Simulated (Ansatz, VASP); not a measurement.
One calculation of AlGa3N4, two programs

```xyz
8
Lattice="4.5096 0.0000 0.0000 0.0000 4.5096 0.0000 0.0000 0.0000 4.5096" Properties=species:S:1:pos:R:3 pbc="T T T"
Al    0.0000    0.0000    0.0000
Ga    2.2548    2.2548    0.0000
Ga    2.2548    0.0000    2.2548
Ga    0.0000    2.2548    2.2548
N     3.4063    3.4063    1.1033
N     3.4063    1.1033    3.4063
N     1.1033    3.4063    3.4063
N     1.1033    1.1033    1.1033
```

Alike in both runs: functional r2SCAN; k mesh 6 × 6 × 6; occupations gaussian, width 0.02 eV; no spin polarisation.

Ansatz relaxed the structure, and its values are those at the end. VASP's run is a single point on that final structure, the one shown.

|  | VASP | Ansatz |
| --- | --- | --- |
| version | VASP 6.6.1 | Ansatz 0.2.0 |
| potentials or method | VASP PAW PBE potentials, release 64 (Al, Ga_d, N), cutoff 520 eV | scalar-relativistic, plane waves, PAW |
| valence electrons in the cell | 62 | 62 |

|  | VASP | Ansatz | Ansatz less VASP |
| --- | --- | --- | --- |
| gap on the k mesh at the Fermi level (eV) | 2.60 | 2.60 | -0.001 |
| least direct gap on the mesh (eV) | 2.60 | 2.60 | -0.001 |
| pressure (GPa) | -5.0 | -5.6 | -0.55 |
| rms of the force components (eV/Å) | 0.030 | 0.002 | -0.0284 |

VASP's potentials were made for PBE, not for r2SCAN. The functional is the same, so the differences come from potentials, cutoffs and numerics. Ansatz's warnings: stress scf threshold loose.
